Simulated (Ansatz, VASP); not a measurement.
Two plane-wave programs on Hf2Si

The input INCAR:

```
  PREC = Accurate
  ENCUT = 600
  EDIFF = 1E-6
  ISMEAR = 0
  SIGMA = 0.1
  LREAL = False
  LASPH = True
  NELM = 80
  ALGO = Fast
  ISIF = 3
  LWAVE = False
  LCHARG = False
  GGA = PS
  IVDW = 13
  IBRION = 2
  NSW = 80
  EDIFFG = -0.01
```

The input KPOINTS:

```
regular mesh
0
Gamma
  10 10 10
```

File POSCAR:

```
Hf2Si
1.0
   -3.2753522240      3.2753522240      2.5828233930
    3.2753522240     -3.2753522240      2.5828233930
    3.2753522240      3.2753522240     -2.5828233930
Hf Si
4 2
Direct
    0.8435136200      0.6564863800      0.5000000000
    0.3435136200      0.8435136200      0.1870272400
    0.1564863800      0.3435136200      0.5000000000
    0.6564863800      0.1564863800      0.8129727600
    0.7500000000      0.7500000000      0.0000000000
    0.2500000000      0.2500000000      0.0000000000
```

Input for Ansatz:

```yaml
crystal:
  lattice:
    - [-3.275352224, 3.275352224, 2.582823393]
    - [3.275352224, -3.275352224, 2.582823393]
    - [3.275352224, 3.275352224, -2.582823393]
  atoms:
    - { symbol: Hf, position: [0.84351362, 0.65648638, 0.5] }
    - { symbol: Hf, position: [0.34351362, 0.84351362, 0.18702724] }
    - { symbol: Hf, position: [0.15648638, 0.34351362, 0.5] }
    - { symbol: Hf, position: [0.65648638, 0.15648638, 0.81297276] }
    - { symbol: Si, position: [0.75, 0.75, 0.0] }
    - { symbol: Si, position: [0.25, 0.25, 0.0] }
basis:
  ecutwfc: 420
kpoints:
  mp_grid: { grid: [10, 10, 10] }
hamiltonian:
  xc: pbesol
  dispersion: d4
scf:
  occupations: { method: gaussian, width: 0.1 }
output:
  forces: true
  stress: true
  eigenvalues: true
relax:
  adjacent_minimum: "off"
  f_tol: 0.01
  max_steps: 60
  cell: { stress_tol: 0.05 }
```

Alike in both runs: task relaxation of cell and atoms; functional PBEsol; dispersion D4; k mesh 10 × 10 × 10; occupations gaussian, width 0.1 eV; no spin polarisation.

|  | VASP | Ansatz |
| --- | --- | --- |
| version | VASP 6.6.1 | Ansatz 0.2.0 |
| potentials or method | VASP PAW PBE potentials, release 64 (Hf_pv, Si), cutoff 600 eV | scalar-relativistic, plane waves, PAW |
| valence electrons in the cell | 48 | 112 |

Ansatz gave:

```
gap on the k mesh at the Fermi level, each at its own relaxed structure (eV) : none
relaxed volume (Å³/atom)                                                     : 17.99
relaxed length of the cell vector where the two differ most in proportion (Å)              : 5.256
```

Problem. Estimate VASP's values.

Solution. gap on the k mesh at the Fermi level, each at its own relaxed structure (eV): none; relaxed volume (Å³/atom): 17.97; relaxed length of the cell vector where the two differ most in proportion (Å): 5.254.

VASP's potentials were made for PBE, not for PBEsol. A gap of «none» marks a metal or a gap that the smearing closes. VASP's potentials hold 48 valence electrons a cell and Ansatz's 112, so a difference there can come from the potentials and not from the codes.

Neither program's run includes spin-orbit coupling.
